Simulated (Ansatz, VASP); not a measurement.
**ZnS in VASP and in Ansatz**

File INCAR:

```
PREC = Accurate
ENCUT = 520
EDIFF = 1E-6
ISMEAR = 0
SIGMA = 0.05
LREAL = False
LASPH = True
NELM = 80
ALGO = Normal
ISIF = 2
LWAVE = False
LCHARG = False
GGA = PE
NBANDS = 16
```

KPOINTS

```
regular mesh
0
Gamma
  10 10 10
```

Contents of POSCAR:

```
ZnS
1.0
    0.0000000000      2.7046500000      2.7046500000
    2.7046500000      0.0000000000      2.7046500000
    2.7046500000      2.7046500000      0.0000000000
Zn S
1 1
Direct
    0.0000000000      0.0000000000     -0.2218401642
    0.7500000000      0.7500000000      0.7500000000
```

Input for Ansatz:

```yaml
crystal:
  lattice:
    - [0.0, 2.70465, 2.70465]
    - [2.70465, 0.0, 2.70465]
    - [2.70465, 2.70465, 0.0]
  atoms:
    - { symbol: Zn, position: [0.0, 0.0, -0.2218401642] }
    - { symbol: S, position: [0.75, 0.75, 0.75] }
basis:
  ecutwfc: 420
kpoints:
  mp_grid: { grid: [10, 10, 10] }
hamiltonian:
  xc: pbe
scf:
  occupations: { method: gaussian, width: 0.05 }
output:
  forces: true
  stress: true
  eigenvalues: true
  write_density: true
  write_potential: true
  elf: true
  volumetric_format: npy
```

Alike in both runs: task single point; functional PBE; k mesh 10 × 10 × 10; occupations gaussian, width 0.05 eV; no spin polarisation.

```csv
,VASP,Ansatz
version,VASP 6.6.1,Ansatz 0.2.0
potentials or method,"VASP PAW PBE potentials, release 64 (Zn, S), cutoff 520 eV","scalar-relativistic, plane waves, PAW"
valence electrons in the cell,18,18
```

```tsv
	VASP	Ansatz	Ansatz less VASP
gap on the k mesh at the Fermi level (eV)	1.73	1.70	-0.026
least direct gap on the mesh (eV)	1.73	1.70	-0.026
rms of the force components (eV/Å)	9.194	9.027	-0.1676
```

Atom by atom the forces differ by 0.168 eV/Å (rms over components). The functional is the same, so the differences come from potentials, cutoffs and numerics.
